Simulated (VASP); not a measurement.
# Ni (Fm-3m) in VASP: further runs

The runs below take Ni through single point, with r2SCAN.

All numbers are computed with VASP 6.6.1; they aren't measurements. Logs are shortened: lines on timing, memory, paths and dates and some standing lists are left out, and cuts for length are marked.

## (1) The cell of the first run

It takes space group Fm-3m (No. 225, cubic). The conventional cell has a = 3.534 Å, b = 3.534 Å, c = 3.534 Å, α = 90.00°, β = 90.00°, γ = 90.00°. Ni (site symmetry m-3m) has 12 Ni at 2.50 Å within 3.3 Å.

## (2) Single point, r2SCAN, collinear spin, ferromagnetic start

POSCAR

```
Ni
1.0
    0.0000000000      1.7671500000      1.7671500000
    1.7671500000      0.0000000000      1.7671500000
    1.7671500000      1.7671500000      0.0000000000
Ni
1
Direct
    0.0000000000      0.0000000000      0.0000000000
```

INCAR.step1

```
SYSTEM = Ni
PREC = Accurate ; ENCUT = 520
ISMEAR = -1 ; SIGMA = 0.05
LREAL = .False. ; LASPH = .True.
NELM = 150 ; ISPIN = 2
MAGMOM = 0.54 ; NUPDOWN = 0.54
LMAXMIX = 4 ; NBANDS = 15
GGA = PE ; ALGO = Normal
EDIFF = 1E-4 ; LWAVE = .True.
LCHARG = .False.
```

INCAR.step2

```
SYSTEM = Ni
PREC = Accurate ; ENCUT = 520
EDIFF = 1E-6 ; ISMEAR = -1
SIGMA = 0.05 ; LREAL = .False.
LASPH = .True. ; NELM = 150
ALGO = Normal ; ISIF = 2
LWAVE = .False. ; LCHARG = .False.
ISPIN = 2 ; MAGMOM = 0.54
LORBIT = 11 ; NUPDOWN = 0.54
LMAXMIX = 4 ; METAGGA = R2SCAN
LMIXTAU = .True. ; NBANDS = 15
ISTART = 1
```

KPOINTS

```
Automatic mesh
0
Gamma
  11 11 11
  0 0 0
```

Potentials or basis: VASP PAW PBE potentials, release 64 (Ni).

Command:

```sh
> cat potpaw_PBE.64/Ni/POTCAR > POTCAR
> cp INCAR.step1 INCAR
> mpirun -np 1 vasp_std > vasp.out
> cp INCAR.step2 INCAR
> mpirun -np 1 vasp_std > vasp.out
```

OUTCAR:

```text
SYSTEM = Ni
   PREC = Accurate
   ENCUT = 520
   EDIFF = 1E-6
   ISMEAR = -1
   LREAL = .False.
   LASPH = .True.
   NELM = 150
   ISIF = 2
   ISPIN = 2
   LORBIT = 11
   NUPDOWN = 0.54
   METAGGA = R2SCAN
   ISTART = 1

 ion  position               nearest neighbor table
   1  0.000  0.000  0.000-

  LATTYP: Found a face centered cubic cell.
 ALAT       =     3.5343000000

  Lattice vectors:

 A1 = (   0.0000000000,   1.7671500000,   1.7671500000)
 A2 = (   1.7671500000,   0.0000000000,   1.7671500000)
 A3 = (   1.7671500000,   1.7671500000,   0.0000000000)

Analysis of symmetry for initial positions (statically):
=====================================================================
 Subroutine PRICEL returns:
 Original cell was already a primitive cell.

 Routine SETGRP: Setting up the symmetry group for a
 face centered cubic supercell.

 Subroutine GETGRP returns: Found 48 space group operations
 (whereof 48 operations were pure point group operations)
 out of a pool of 48 trial point group operations.

The static configuration has the point symmetry O_h .

Analysis of symmetry for dynamics (positions and initial velocities):
=====================================================================
 Subroutine PRICEL returns:
 Original cell was already a primitive cell.

 Routine SETGRP: Setting up the symmetry group for a
 face centered cubic supercell.

 Subroutine GETGRP returns: Found 48 space group operations
 (whereof 48 operations were pure point group operations)
 out of a pool of 48 trial point group operations.

The dynamic configuration has the point symmetry O_h .

Analysis of structural, dynamic, and magnetic symmetry:
=====================================================================
 Subroutine PRICEL returns:
 Original cell was already a primitive cell.

 Routine SETGRP: Setting up the symmetry group for a
 face centered cubic supercell.

 Subroutine GETGRP returns: Found 48 space group operations
 (whereof 48 operations were pure point group operations)
 out of a pool of 48 trial point group operations.

The overall configuration has the point symmetry O_h .

 Subroutine INISYM returns: Found 48 space group operations
 (whereof 48 operations are pure point group operations),
 and found     1 'primitive' translations

----------------------------------------------------------------------------------------

                                     Primitive cell

  volume of cell :      11.0370

  direct lattice vectors                    reciprocal lattice vectors
     0.000000000  1.767150000  1.767150000    -0.282941459  0.282941459  0.282941459
     1.767150000  0.000000000  1.767150000     0.282941459 -0.282941459  0.282941459
     1.767150000  1.767150000  0.000000000     0.282941459  0.282941459 -0.282941459

  length of vectors
     2.499127497  2.499127497  2.499127497     0.490068983  0.490068983  0.490068983

  position of ions in fractional coordinates (direct lattice)
     0.000000000  0.000000000  0.000000000

  ion indices of the primitive-cell ions
   primitive index   ion index
                 1           1

----------------------------------------------------------------------------------------

 KPOINTS: Automatic mesh

Automatic generation of k-mesh.
 Grid dimensions read from file:
 generate k-points for:   11   11   11

 Generating k-lattice:

  Cartesian coordinates                     Fractional coordinates (reciprocal lattice)
    -0.025721951  0.025721951  0.025721951     0.090909091  0.000000000  0.000000000
     0.025721951 -0.025721951  0.025721951     0.000000000  0.090909091  0.000000000
     0.025721951  0.025721951 -0.025721951     0.000000000  0.000000000  0.090909091

  Length of vectors
     0.044551726  0.044551726  0.044551726

  Shift w.r.t. Gamma in fractional coordinates (k-lattice)
     0.000000000  0.000000000  0.000000000

 Subroutine IBZKPT returns following result:
 ===========================================

 Found     56 irreducible k-points:

 Following reciprocal coordinates:
            Coordinates               Weight
  0.000000  0.000000  0.000000      1.000000
  0.090909  0.000000  0.000000      8.000000
  0.181818  0.000000  0.000000      8.000000
  0.272727  0.000000  0.000000      8.000000
  0.363636  0.000000  0.000000      8.000000
  0.454545  0.000000  0.000000      8.000000
[... 16 lines left out ...]
 -0.272727  0.181818  0.000000     24.000000
 -0.181818  0.181818  0.000000     12.000000
 [... further k-points ...]
   k-points           NKPTS =     56   k-points in BZ     NKDIM =     56   number of bands    NBANDS=     15
   number of dos      NEDOS =    301   number of ions     NIONS =      1
   total plane-waves  NPLWV =   8000
   dimension x,y,z NGX =    20 NGY =   20 NGZ =   20
   dimension x,y,z NGXF=    40 NGYF=   40 NGZF=   40
   ions per type =               1
   NGX,Y,Z   is equivalent  to a cutoff of  13.30, 13.30, 13.30 a.u.
   NGXF,Y,Z  is equivalent  to a cutoff of  26.61, 26.61, 26.61 a.u.
 SYSTEM =  Ni
   PREC   = accura    normal or accurate (medium, high low for compatibility)
   ISTART =      1    job   : 0-new  1-cont  2-samecut
   ICHARG =      0    charge: 1-file 2-atom 10-const
   ISPIN  =      2    spin polarized calculation?
   LNONCOLLINEAR =      F non collinear calculations
   LSORBIT =      F    spin-orbit coupling
   LASPH  =      T    aspherical Exc in radial PAW
   ENCUT  =  520.0 eV  38.22 Ry    6.18 a.u.   4.65  4.65  4.65*2*pi/ulx,y,z
   NELM   =    150;   NELMIN=  2; NELMDL=  0     # of ELM steps
   EDIFF  = 0.1E-05   stopping-criterion for ELM
   LREAL  =      F    real-space projection
   EDIFFG = 0.1E-04   stopping-criterion for IOM
   NSW    =      0    number of steps for IOM
   IBRION =     -1    ionic relax: 0-MD 1-quasi-New 2-CG
   NFREE  =      0    steps in history (QN), initial steepest desc. (CG)
   ISIF   =      2    stress and relaxation
   ISYM   =      2    0-nonsym 1-usesym 2-fastsym
   POTIM  = 0.5000    time-step for ionic-motion
   TEBEG  =    0.0;   TEEND  =   0.0 temperature during run
   PSTRESS=    0.0 pullay stress
   NELECT =      10.0000    total number of electrons
   NUPDOWN=       0.5400    fix difference up-down
   EMIN   =  10.00;   EMAX   =-10.00  energy-range for DOS
   EFERMI =   0.00;   METHOD = LEGACY
   ISMEAR =    -1;   SIGMA  =   0.05  broadening in eV -4-tet -1-fermi 0-gaus
   EFERMI_NEDOS =   21; number of points for ismear=-14 and -15
   IALGO  =     38    algorithm
   IMIX   =      4    mixing-type and parameters
     AMIX     =   0.40;   BMIX     =  1.00
     AMIX_MAG =   1.60;   BMIX_MAG =  1.00
  volume/ion in A,a.u.               =      11.04        74.48
  Fermi-wavevector in a.u.,A,eV,Ry     =   1.584132  2.993576 34.143477  2.509475
  Thomas-Fermi vector in A             =   2.683797
   LORBIT       =     11    0 simple, 1 ext, 2 COOP (PROOUT), +10 PAW based schemes
   METAGGA = R2SCAN    functional components
   LHFCALC =     F    Hartree Fock is set to
   AEXX    =    0.0000 exact exchange contribution
   IVDW    =     0    specifies the selected vdW correction
   LEPSILON=     F    determine dielectric tensor
   LRPA    =     F    only Hartree local field effects (RPA)
 spin polarized calculation
  energy-cutoff  :      520.00
  volume of cell :       11.04
 maximum number of plane-waves:       307
   NGX =  9   NGY =  9   NGZ =  9

 number of electron      10.0000010 magnetization       0.5400001

 Free energy of the ion-electron system (eV)
  ---------------------------------------------------
  ext. energy  EPLUGINS =         0.00000000
  ---------------------------------------------------
  free energy    TOTEN  =       -11.90915906 eV

  energy without entropy =      -11.89351931  energy(sigma->0) =      -11.90133919

 E-fermi :   9.1021     XC(G=0): -14.2697

 val. band max:        9.0825556153   @ k =   0.3636   0.3636   0.0000
 cond. band min:       8.4969046464   @ k =   0.3636   0.3636   0.0000
 fundamental gap:     -0.5856509688
 Fermi energy:         8.4768946494

 spin component 1

 k-point     1 :       0.0000    0.0000    0.0000
  band No.  band energies     occupation
      1      -0.1596      1.00000
      2       6.3941      1.00000
      3       6.3942      1.00000
      4       6.3942      1.00000
      5       7.6440      1.00000
      6       7.6440      1.00000
      7      33.5380      0.00000
      8      37.5957      0.00000
      9      37.5957      0.00000
     10      37.5959      0.00000
     11      40.2007      0.00000
     12      40.2007      0.00000
     13      40.2007      0.00000
     14      43.6492      0.00000
     15      49.9883      0.00000
[... 397 lines left out ...]
 k-point    24 :      -0.1818    0.1818    0.0000
  band No.  band energies     occupation
      1       2.9774      1.00000
      2       5.8154      1.00000
      3       6.5553      1.00000
      4       7.0100      1.00000
      5       7.2271      1.00000
      6       8.3665      0.90093
      7      24.7158      0.00000
      8      25.6639      0.00000
      9      35.8963      0.00000
     10      36.7988      0.00000
     11      39.1248      0.00000
     12      41.8890      0.00000
     13      42.8094      0.00000
     14      47.9412      0.00000
     15      51.8418      0.00000

 [... further k-points ...]

 spin component 2

 k-point     1 :       0.0000    0.0000    0.0000
  band No.  band energies     occupation
      1      -0.4342      1.00000
      2       7.4558      1.00000
      3       7.4558      1.00000
      4       7.4558      1.00000
      5       8.1875      1.00000
      6       8.1875      1.00000
      7      33.2492      0.00000
      8      37.6380      0.00000
      9      37.6382      0.00000
     10      37.6382      0.00000
     11      40.4075      0.00000
     12      40.4075      0.00000
     13      40.4075      0.00000
     14      43.6488      0.00000
     15      50.4466      0.00000
[... 397 lines left out ...]
 k-point    24 :      -0.1818    0.1818    0.0000
  band No.  band energies     occupation
      1       2.7899      1.00000
      2       6.7321      1.00000
      3       7.2912      1.00000
      4       7.7393      1.00000
      5       8.1248      1.00000
      6       9.1864      0.15635
      7      24.8220      0.00000
      8      25.7710      0.00000
      9      35.9320      0.00000
     10      36.9283      0.00000
     11      39.0464      0.00000
     12      42.0759      0.00000
     13      43.0177      0.00000
     14      48.4271      0.00000
     15      52.0674      0.00000

 [... further k-points ...]
[... 5 lines left out ...]
  --------------------------------------------------------------------------------------
  -------------------------------------------------------------------------------------
  Total       -0.6892239     -0.6892239     -0.6892239      0.0000000      0.0000000      0.0000000
  in kB     -100.0508213   -100.0508213   -100.0508213      0.0000000      0.0000000      0.0000000
  external PRESSURE =    -100.0508213 kB  Pullay stress =       0.0000000 kB

 VOLUME and BASIS-vectors are now :
 -----------------------------------------------------------------------------
  energy-cutoff  :      520.00
  volume of cell :       11.04
      direct lattice vectors                 reciprocal lattice vectors
     0.000000000  1.767150000  1.767150000    -0.282941459  0.282941459  0.282941459
     1.767150000  0.000000000  1.767150000     0.282941459 -0.282941459  0.282941459
     1.767150000  1.767150000  0.000000000     0.282941459  0.282941459 -0.282941459

 POSITION                                       TOTAL-FORCE (eV/Angst)
 -----------------------------------------------------------------------------------
      0.00000      0.00000      0.00000        -0.000000      0.000000     -0.000000
 -----------------------------------------------------------------------------------
    total drift:                                0.000000      0.000000      0.000000

  FREE ENERGIE OF THE ION-ELECTRON SYSTEM (eV)
  ---------------------------------------------------
  free  energy   TOTEN  =       -11.9091590623 eV

  energy  without entropy=      -11.8935193102  energy(sigma->0) =      -11.90133919

 total charge

# of ion       s       p       d       tot
------------------------------------------
    1        0.502   0.497   8.325   9.324

 magnetization (x)

# of ion       s       p       d       tot
------------------------------------------
    1       -0.015  -0.047   0.630   0.568
```

Wall time 34 s (1 thread of Intel Xeon 6975P-C (Granite Rapids), shared host); peak memory 0.14 GiB.

What came out:

| Quantity | Value |
| --- | --- |
| Free energy | -11.9092 eV |
| Pressure | -10.0 GPa |
| Net moment | 0.54 μB per cell |
| Site moments | Ni +0.57 μB |
| Valence electrons inside the program's atomic spheres | Ni 9.32 |

Caveat: the PAW data sets were made with another functional, which shifts forces and pressure a little; the total moment is fixed, so each spin has its own Fermi level.

[end of part 1 of 2]
